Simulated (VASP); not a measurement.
Write the native input for VASP 6.6.1 that does the following.

```yaml
Task: single point
Functional: PBE
Potentials_or_basis: VASP PAW PBE potentials, release 64 (Ga_d, N)
Cutoff: 600 eV
k_mesh: 5 × 5 × 5
Occupations: gaussian, width 0.01 eV
Spin: no spin polarisation
Dipole_correction: no
Further_INCAR_settings: ALGO = Normal; EDIFF = 1e-06; NBANDS = 16
```

The structure of GaN lies in POSCAR:

```
GaN
1.0
    0.0000000000      2.2535000000      2.2535000000
    2.2535000000      0.0000000000      2.2535000000
    2.2535000000      2.2535000000      0.0000000000
Ga N
1 1
Direct
   -0.0000726543      0.0004218511      0.0007047196
    0.7503616530      0.7479001413      0.7464920991
```

One way to write it, as run:

INCAR

```
PREC = Accurate
ENCUT = 600
EDIFF = 1E-6
ISMEAR = 0
SIGMA = 0.01
LREAL = F
LASPH = T
NELM = 120
ALGO = Normal
ISIF = 2
LWAVE = F
LCHARG = T
GGA = PE
LELF = T
LVHAR = T
NBANDS = 16
GGA_COMPAT = F
```

KPOINTS

```
regular mesh
0
Gamma
  5 5 5
```

Potentials or basis: VASP PAW PBE potentials, release 64 (Ga_d, N).

Command:

```sh
$ cat potpaw_PBE.64/Ga_d/POTCAR potpaw_PBE.64/N/POTCAR > POTCAR
$ mpirun -np 1 vasp_std > vasp.out
```

It gave:

The pressure is 4.9 GPa. The largest force is 0.216 eV/Å and the band gap on the k mesh is 1.68 eV, direct.

Caveat: the k points lie up to 0.48 Å⁻¹ apart.

Wall time 30 s on 1 thread of Intel(R) Xeon(R) Platinum 8259CL CPU @ 2.50GHz (Skylake/Cascade Lake), with other jobs on the host, peak memory 0.17 GiB.
